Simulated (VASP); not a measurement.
# NaGeCl3 (P4/mmm) in VASP: single point with r2SCAN

Aim: the single point of NaGeCl3 with r2SCAN.

All numbers are computed with VASP 6.6.1; they aren't measurements. Logs are shortened: lines on timing, memory, paths and dates and some standing lists are left out, and cuts for length are marked.

### 1 The cell of the first run

It takes space group P4/mmm (No. 123, tetragonal). The conventional cell has a = 5.450 Å, b = 5.450 Å, c = 5.112 Å, α = 90.00°, β = 90.00°, γ = 90.00°. Na (site symmetry 4/mmm) has 12 Cl at 3.74 to 3.85 Å and 8 Ge at 4.62 Å within 4.9 Å. Ge (site symmetry 4/mmm) has 6 Cl at 2.56 to 2.73 Å within 3.4 Å. Cl (site symmetry 4/mmm) has 2 Ge at 2.56 Å within 3.4 Å. Cl (site symmetry mmm) has 2 Ge at 2.73 Å and 4 Na at 3.74 Å and 8 Cl at 3.74 to 3.85 Å within 3.9 Å.

### 2 Single point, r2SCAN (epitaxial xy strain +5.0%)

Contents of POSCAR:

```
NaGeCl3
1.0
    5.4504139987      0.0000000000      0.0000000000
    0.0000000000      5.4504139987      0.0000000000
    0.0000000000      0.0000000000      5.1123418075
Na Ge Cl
1 1 3
Direct
    0.0000000000      0.0000000000      0.0000000000
    0.5000000000      0.5000000000      0.5000000000
    0.5000000000      0.5000000000      0.0000000000
    0.5000000000      0.0000000000      0.5000000000
    0.0000000000      0.5000000000      0.5000000000
```

Contents of INCAR.step1:

```
PREC = Accurate ; ENCUT = 520
ISMEAR = 0 ; SIGMA = 0.01
LREAL = False ; LASPH = True
NELM = 100 ; NBANDS = 29
GGA = PE ; ALGO = Normal
EDIFF = 1E-4 ; LWAVE = True
LCHARG = False
```

Contents of INCAR.step2:

```
PREC = Accurate ; ENCUT = 520
EDIFF = 1E-6 ; ISMEAR = 0
SIGMA = 0.01 ; LREAL = False
LASPH = True ; NELM = 100
ALGO = Normal ; ISIF = 2
LWAVE = False ; LCHARG = False
METAGGA = R2SCAN ; LMIXTAU = True
NBANDS = 29 ; ISTART = 1
```

Contents of KPOINTS:

```
Automatic mesh
0
Gamma
  6 6 6
```

Potentials or basis: VASP PAW PBE potentials, release 64 (Na_pv, Ge_d, Cl).

Run with:

```
cat potpaw_PBE.64/Na_pv/POTCAR potpaw_PBE.64/Ge_d/POTCAR potpaw_PBE.64/Cl/POTCAR > POTCAR
cp INCAR.step1 INCAR
mpirun -np 1 vasp_std > vasp.out
cp INCAR.step2 INCAR
mpirun -np 1 vasp_std > vasp.out
```

OUTCAR:

```text
PREC = Accurate
   ENCUT = 520
   EDIFF = 1E-6
   ISMEAR = 0
   LREAL = False
   LASPH = True
   NELM = 100
   ISIF = 2
   METAGGA = R2SCAN
   ISTART = 1

 ion  position               nearest neighbor table
   1  0.000  0.000  0.000-
   2  0.500  0.500  0.500-   3 2.56   3 2.56   5 2.73   4 2.73   4 2.73   5 2.73
   3  0.500  0.500  0.000-   2 2.56   2 2.56
   4  0.500  0.000  0.500-   2 2.73   2 2.73
   5  0.000  0.500  0.500-   2 2.73   2 2.73

  LATTYP: Found a simple tetragonal cell.
 ALAT       =     5.4504139987
 C/A-ratio  =     0.9379731170

  Lattice vectors:

 A1 = (   5.4504139987,   0.0000000000,   0.0000000000)
 A2 = (   0.0000000000,   5.4504139987,   0.0000000000)
 A3 = (   0.0000000000,   0.0000000000,   5.1123418075)

Analysis of symmetry for initial positions (statically):
=====================================================================
 Subroutine PRICEL returns:
 Original cell was already a primitive cell.

 Routine SETGRP: Setting up the symmetry group for a
 simple tetragonal supercell.

 Subroutine GETGRP returns: Found 16 space group operations
 (whereof 16 operations were pure point group operations)
 out of a pool of 16 trial point group operations.

The static configuration has the point symmetry D_4h.

Analysis of symmetry for dynamics (positions and initial velocities):
=====================================================================
 Subroutine PRICEL returns:
 Original cell was already a primitive cell.

 Routine SETGRP: Setting up the symmetry group for a
 simple tetragonal supercell.

 Subroutine GETGRP returns: Found 16 space group operations
 (whereof 16 operations were pure point group operations)
 out of a pool of 16 trial point group operations.

The dynamic configuration has the point symmetry D_4h.

 Subroutine INISYM returns: Found 16 space group operations
 (whereof 16 operations are pure point group operations),
 and found     1 'primitive' translations

----------------------------------------------------------------------------------------

                                     Primitive cell

  volume of cell :     151.8724

  direct lattice vectors                    reciprocal lattice vectors
     5.450413999  0.000000000  0.000000000     0.183472301  0.000000000  0.000000000
     0.000000000  5.450413999  0.000000000     0.000000000  0.183472301  0.000000000
     0.000000000  0.000000000  5.112341808     0.000000000  0.000000000  0.195605074

  length of vectors
     5.450413999  5.450413999  5.112341808     0.183472301  0.183472301  0.195605074

  position of ions in fractional coordinates (direct lattice)
     0.000000000  0.000000000  0.000000000
     0.500000000  0.500000000  0.500000000
     0.500000000  0.500000000  0.000000000
     0.500000000  0.000000000  0.500000000
     0.000000000  0.500000000  0.500000000

  ion indices of the primitive-cell ions
   primitive index   ion index
                 1           1
                 2           2
                 3           3
                 4           4
                 5           5

----------------------------------------------------------------------------------------

 KPOINTS: Automatic mesh

Automatic generation of k-mesh.
 Grid dimensions read from file:
 generate k-points for:    6    6    6

 Generating k-lattice:

  Cartesian coordinates                     Fractional coordinates (reciprocal lattice)
     0.030578717  0.000000000  0.000000000     0.166666667  0.000000000  0.000000000
     0.000000000  0.030578717  0.000000000     0.000000000  0.166666667  0.000000000
     0.000000000  0.000000000  0.032600846     0.000000000  0.000000000  0.166666667

  Length of vectors
     0.030578717  0.030578717  0.032600846

  Shift w.r.t. Gamma in fractional coordinates (k-lattice)
     0.000000000  0.000000000  0.000000000

 Subroutine IBZKPT returns following result:
 ===========================================

 Found     40 irreducible k-points:

 Following reciprocal coordinates:
            Coordinates               Weight
  0.000000  0.000000  0.000000      1.000000
  0.166667  0.000000  0.000000      4.000000
  0.333333  0.000000  0.000000      4.000000
  0.500000  0.000000  0.000000      2.000000
  0.166667  0.166667  0.000000      4.000000
  0.333333  0.166667  0.000000      8.000000
[... 16 lines left out ...]
  0.333333  0.000000  0.333333      8.000000
  0.500000  0.000000  0.333333      4.000000
 [... further k-points ...]
   k-points           NKPTS =     40   k-points in BZ     NKDIM =     40   number of bands    NBANDS=     29
   number of dos      NEDOS =    301   number of ions     NIONS =      5
   total plane-waves  NPLWV =  70560
   dimension x,y,z NGX =    42 NGY =   42 NGZ =   40
   dimension x,y,z NGXF=    84 NGYF=   84 NGZF=   80
   ions per type =               1   1   3
   NGX,Y,Z   is equivalent  to a cutoff of  12.81, 12.81, 13.01 a.u.
   NGXF,Y,Z  is equivalent  to a cutoff of  25.62, 25.62, 26.01 a.u.
 SYSTEM =  unknown system
   PREC   = accura    normal or accurate (medium, high low for compatibility)
   ISTART =      1    job   : 0-new  1-cont  2-samecut
   ICHARG =      0    charge: 1-file 2-atom 10-const
   ISPIN  =      1    spin polarized calculation?
   LNONCOLLINEAR =      F non collinear calculations
   LSORBIT =      F    spin-orbit coupling
   LASPH  =      T    aspherical Exc in radial PAW
   ENCUT  =  520.0 eV  38.22 Ry    6.18 a.u.  10.13 10.13  9.51*2*pi/ulx,y,z
   NELM   =    100;   NELMIN=  2; NELMDL=  0     # of ELM steps
   EDIFF  = 0.1E-05   stopping-criterion for ELM
   LREAL  =      F    real-space projection
   EDIFFG = 0.1E-04   stopping-criterion for IOM
   NSW    =      0    number of steps for IOM
   IBRION =     -1    ionic relax: 0-MD 1-quasi-New 2-CG
   NFREE  =      0    steps in history (QN), initial steepest desc. (CG)
   ISIF   =      2    stress and relaxation
   ISYM   =      2    0-nonsym 1-usesym 2-fastsym
   POTIM  = 0.5000    time-step for ionic-motion
   TEBEG  =    0.0;   TEEND  =   0.0 temperature during run
   PSTRESS=    0.0 pullay stress
   NELECT =      42.0000    total number of electrons
   NUPDOWN=      -1.0000    fix difference up-down
   EMIN   =  10.00;   EMAX   =-10.00  energy-range for DOS
   EFERMI =   0.00;   METHOD = LEGACY
   ISMEAR =     0;   SIGMA  =   0.01  broadening in eV -4-tet -1-fermi 0-gaus
   EFERMI_NEDOS =   21; number of points for ismear=-14 and -15
   IALGO  =     38    algorithm
   IMIX   =      4    mixing-type and parameters
     AMIX     =   0.40;   BMIX     =  1.00
     AMIX_MAG =   1.60;   BMIX_MAG =  1.00
  volume/ion in A,a.u.               =      30.37       204.98
  Fermi-wavevector in a.u.,A,eV,Ry     =   1.066592  2.015567 15.478238  1.137618
  Thomas-Fermi vector in A             =   2.202181
   LORBIT       =      0    0 simple, 1 ext, 2 COOP (PROOUT), +10 PAW based schemes
   METAGGA = R2SCAN    functional components
   LHFCALC =     F    Hartree Fock is set to
   AEXX    =    0.0000 exact exchange contribution
   IVDW    =     0    specifies the selected vdW correction
   LEPSILON=     F    determine dielectric tensor
   LRPA    =     F    only Hartree local field effects (RPA)
 non-spin polarized calculation
 Gauss-broadening in eV      SIGMA  =   0.01
  energy-cutoff  :      520.00
  volume of cell :      151.87
 maximum number of plane-waves:      4120
 NGX is ok and might be reduce to    42
   NGX = 21   NGY = 21   NGZ = 19

 number of electron      42.0000030 magnetization

 Free energy of the ion-electron system (eV)
  ---------------------------------------------------
  ext. energy  EPLUGINS =         0.00000000
  ---------------------------------------------------
  free energy    TOTEN  =       -41.34191718 eV

  energy without entropy =      -41.34191718  energy(sigma->0) =      -41.34191718

 E-fermi :   1.3889     XC(G=0):  -7.8411

 val. band max:        1.2898667339   @ k =   0.5000   0.5000   0.5000
 cond. band min:       2.3063516351   @ k =   0.5000   0.5000   0.5000
 fundamental gap:      1.0164849012
 Fermi energy:         1.3888513662

 k-point     1 :       0.0000    0.0000    0.0000
  band No.  band energies     occupation
      1     -24.9707      2.00000
      2     -24.9707      2.00000
      3     -24.9696      2.00000
      4     -24.8544      2.00000
      5     -24.8535      2.00000
      6     -24.8436      2.00000
[... 21 lines left out ...]
     28       7.8349      0.00000
     29       7.8350      0.00000

 k-point     2 :       0.1667    0.0000    0.0000
  band No.  band energies     occupation
      1     -24.9708      2.00000
      2     -24.9707      2.00000
      3     -24.9696      2.00000
      4     -24.8541      2.00000
      5     -24.8534      2.00000
      6     -24.8436      2.00000
[... 21 lines left out ...]
     28       7.7618      0.00000
     29       7.9231      0.00000

 k-point     3 :       0.3333    0.0000    0.0000
  band No.  band energies     occupation
      1     -24.9708      2.00000
      2     -24.9707      2.00000
      3     -24.9696      2.00000
      4     -24.8539      2.00000
      5     -24.8529      2.00000
      6     -24.8436      2.00000
[... 21 lines left out ...]
     28       8.1379      0.00000
     29       8.2809      0.00000

 k-point     4 :       0.5000    0.0000    0.0000
  band No.  band energies     occupation
      1     -24.9708      2.00000
      2     -24.9707      2.00000
      3     -24.9696      2.00000
      4     -24.8538      2.00000
      5     -24.8526      2.00000
      6     -24.8436      2.00000
[... 597 lines left out ...]
     28       7.7863      0.00000
     29       8.4356      0.00000

 k-point    23 :       0.3333    0.0000    0.3333
  band No.  band energies     occupation
      1     -24.9708      2.00000
      2     -24.9707      2.00000
      3     -24.9698      2.00000
      4     -24.8536      2.00000
      5     -24.8501      2.00000
      6     -24.8436      2.00000
[... 21 lines left out ...]
     28       7.5610      0.00000
     29       9.1496      0.00000

 k-point    24 :       0.5000    0.0000    0.3333
  band No.  band energies     occupation
      1     -24.9708      2.00000
      2     -24.9707      2.00000
      3     -24.9698      2.00000
      4     -24.8534      2.00000
      5     -24.8500      2.00000
      6     -24.8436      2.00000
[... 21 lines left out ...]
     28       7.4574      0.00000
     29       9.5770      0.00000

 [... further k-points ...]

------------------------ aborting loop because EDIFF is reached ----------------------------------------

  FORCE on cell =-STRESS in cart. coord.  units (eV):
  Direction    XX          YY          ZZ          XY          YZ          ZX
  --------------------------------------------------------------------------------------
  -------------------------------------------------------------------------------------
  Total       -2.8443637     -2.8443637     -0.3009100      0.0000000      0.0000000      0.0000000
  in kB      -30.0066043    -30.0066043     -3.1744486      0.0000000      0.0000000      0.0000000
  external PRESSURE =     -21.0625524 kB  Pullay stress =       0.0000000 kB

 VOLUME and BASIS-vectors are now :
 -----------------------------------------------------------------------------
  energy-cutoff  :      520.00
  volume of cell :      151.87
      direct lattice vectors                 reciprocal lattice vectors
     5.450413999  0.000000000  0.000000000     0.183472301  0.000000000  0.000000000
     0.000000000  5.450413999  0.000000000     0.000000000  0.183472301  0.000000000
     0.000000000  0.000000000  5.112341808     0.000000000  0.000000000  0.195605074

 POSITION                                       TOTAL-FORCE (eV/Angst)
 -----------------------------------------------------------------------------------
      0.00000      0.00000      0.00000         0.000000      0.000000      0.000000
      2.72521      2.72521      2.55617         0.000000      0.000000      0.000000
      2.72521      2.72521      0.00000         0.000000      0.000000      0.000000
      2.72521      0.00000      2.55617         0.000000      0.000000      0.000000
      0.00000      2.72521      2.55617         0.000000      0.000000      0.000000
 -----------------------------------------------------------------------------------
    total drift:                                0.000000     -0.000000     -0.000000

  FREE ENERGIE OF THE ION-ELECTRON SYSTEM (eV)
  ---------------------------------------------------
  free  energy   TOTEN  =       -41.3419171818 eV

  energy  without entropy=      -41.3419171818  energy(sigma->0) =      -41.34191718
```

It took 8.1 min on 1 thread of Oxide Virtual Turin-like, shared host; peak memory 0.35 GiB.

Results:

* Free energy: -41.3419 eV
* Pressure: -2.1 GPa
* Band gap on the k mesh: 1.02 eV

Caveat: the cell differs from its parent crystal (epitaxial xy strain +5.0%); the PAW data sets were made with another functional, which shifts forces and pressure a little.
